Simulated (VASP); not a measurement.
ZrSiO: single point with PBEsol

The system is ZrSiO.

```xyz
6
Lattice="3.2290 0.0000 0.0000 0.0000 3.2290 0.0000 0.0000 0.0000 7.1503" Properties=species:S:1:pos:R:3 pbc="T T T"
Zr    0.0000    1.6145    4.9451
Zr    1.6145    0.0000    2.2052
Si    1.6145    1.6145    0.0000
Si    0.0000    0.0000    0.0000
O     0.0000    1.6145    2.7794
O     1.6145    0.0000    4.3709
```

| Property | Result |
| --- | --- |
| Program | VASP 6.6.1 |
| Task | single point |
| Functional | PBEsol |
| Potentials or basis | VASP PAW PBE potentials, release 64 (Zr_sv, Si, O) |
| Cutoff | 520 eV |
| k mesh | 7 × 7 × 3 |
| Occupations | fermi-dirac, width 0.1 eV |
| Spin | no spin polarisation |
| Dipole correction | no |
| Further INCAR settings | ALGO = Normal; EDIFF = 1e-06; NBANDS = 31 |

The pressure is 9.9 GPa. The largest force is 0.276 eV/Å. The band gap on the k mesh is zero (bands 22 and 23 overlap by 0.42 eV).

Forces in eV/Å, atoms in the order of the input:
```
Zr   0.000  0.000 -0.276
Zr   0.000  0.000  0.276
Si   0.000  0.000  0.000
Si   0.000  0.000  0.000
O    0.000  0.000 -0.188
O    0.000  0.000  0.188
```

Stress tensor (GPa, compression positive):
```
 9.11  0.00  0.00
 0.00  9.11  0.00
 0.00  0.00 11.34
```

Levels at points of the mesh, in eV from the Fermi level:
```
           k point  band 18  band 19  band 20  band 21  band 22  band 23  band 24  band 25  band 26  band 27
(0.00, 0.00, 0.00)    -3.38    -2.93    -2.73    -2.73    -2.44    -0.23     1.08     1.27     1.27     2.20
```

Wall time 45 s on 1 thread of Intel(R) Xeon(R) 6975P-C (Granite Rapids) (shared host), peak memory 0.2 GiB.

Caveat: the cell stands under pressure; the PAW data sets were made with another functional, which shifts forces and pressure a little.
